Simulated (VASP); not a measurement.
Runs of VASP 6.6.1 on MoNO. The structure is tetragonal, space group P4/nmm (No. 129). The conventional cell has a = 2.835 Å, b = 2.835 Å, c = 7.176 Å, α = 90.00°, β = 90.00°, γ = 90.00°. Within 2.7 Å of Mo (site symmetry 4mm) lie 1 N at 2.03 Å and 4 Mo at 2.47 Å and 4 O at 2.62 Å. O (site symmetry 4mm) has 5 N at 2.02 to 2.03 Å and 4 Mo at 2.62 Å within 2.7 Å. N (site symmetry 4mm) has 5 O at 2.02 to 2.03 Å and 1 Mo at 2.03 Å and 4 N at 2.61 Å within 2.7 Å. 

```csv
level,k mesh,gap on the mesh (eV),pressure (GPa),largest force (eV/Å)
PBE,6 × 6 × 3,none,(a),5.12
RPBE,6 × 6 × 3,none,39.0,5.07
revPBE,6 × 6 × 3,none,37.7,5.08
PBE,"6 × 6 × 3, shifted",none,34.4,4.96
```

Alike in all rows: task single point; potentials or basis VASP PAW PBE potentials, release 64 (Mo_sv, O, N); no spin polarisation; cell as given; cutoff (eV) 600; smearing gaussian 0.2873 eV.

Q: Estimate the missing entries.

A: (a) 34.2.

Caveats: all runs use coarse meshes; so wide a smearing shifts energies and pressures; forces of over 1 eV/Å act on the atoms, so gaps and moduli don't describe the material at rest (at least some runs); the PAW data sets were made with another functional, which shifts forces and pressure a little (at least some runs).

A k mesh can miss the band edges, and the runs leave out spin-orbit coupling on Mo.

A gap of «none» marks levels without a gap at the run's occupations.
